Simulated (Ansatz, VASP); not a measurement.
Mo in VASP and in Ansatz

File POSCAR:

```
Mo
1.0
   -1.5893272400      1.5893272400      1.5893272400
    1.5893272400     -1.5893272400      1.5893272400
    1.5893272400      1.5893272400     -1.5893272400
Mo
1
Direct
    0.0000000000      0.0000000000      0.0000000000
```

File INCAR.step1:

```
SYSTEM = Mo
ALGO = Normal
EDIFF = 1E-4
ENCUT = 520
GGA = PE
ISMEAR = -1
LASPH = .TRUE.
LCHARG = .FALSE.
LREAL = .FALSE.
LWAVE = .TRUE.
NBANDS = 13
NELM = 100
PREC = Accurate
SIGMA = 0.0238
```

File INCAR.step2:

```
SYSTEM = Mo
ALGO = Normal
EDIFF = 1E-7
ENCUT = 520
ISIF = 2
ISMEAR = -1
ISTART = 1
LASPH = .TRUE.
LCHARG = .TRUE.
LELF = .TRUE.
LMIXTAU = .TRUE.
LREAL = .FALSE.
LVHAR = .TRUE.
LWAVE = .FALSE.
METAGGA = R2SCAN
NBANDS = 13
NELM = 100
PREC = Accurate
SIGMA = 0.0238
```

KPOINTS

```
k-points
0
G
  8 8 8
  0 0 0
```

Input for Ansatz:

```yaml
crystal:
  lattice:
    - [-1.58932724, 1.58932724, 1.58932724]
    - [1.58932724, -1.58932724, 1.58932724]
    - [1.58932724, 1.58932724, -1.58932724]
  atoms:
    - { symbol: Mo, position: [0.0, 0.0, 0.0] }
  symmetry: { tolerance: 0.0003 }
kpoints:
  mp_grid: { grid: [8, 8, 8], shift: [0, 0, 0] }
magnetization:
  spin_polarized: false
scf:
  occupations: { method: fermi_dirac, width: 0.0238 }
hamiltonian:
  pseudopotentials: { kind: paw }
  xc: r2scan
basis:
  ecutwfc: 500
output:
  forces: true
  stress: true
  eigenvalues: true
```

Alike in both runs: task single point; functional r2SCAN; k mesh 8 × 8 × 8; occupations fermi-dirac, width 0.0238 eV; no spin polarisation.

```csv
,VASP,Ansatz
version,VASP 6.6.1,Ansatz 0.2.0
potentials or method,"VASP PAW PBE potentials, release 64 (Mo_sv), cutoff 520 eV",PAW plane waves
valence electrons in the cell,14,14
```

|  | VASP | Ansatz | Ansatz less VASP |
| --- | --- | --- | --- |
| gap on the k mesh at the Fermi level (eV) | none | none | - |
| pressure (GPa) | -4.6 | -5.6 | -1.02 |

VASP's potentials were made for PBE, not for r2SCAN. A gap of «none» marks a metal or a gap that the smearing closes.
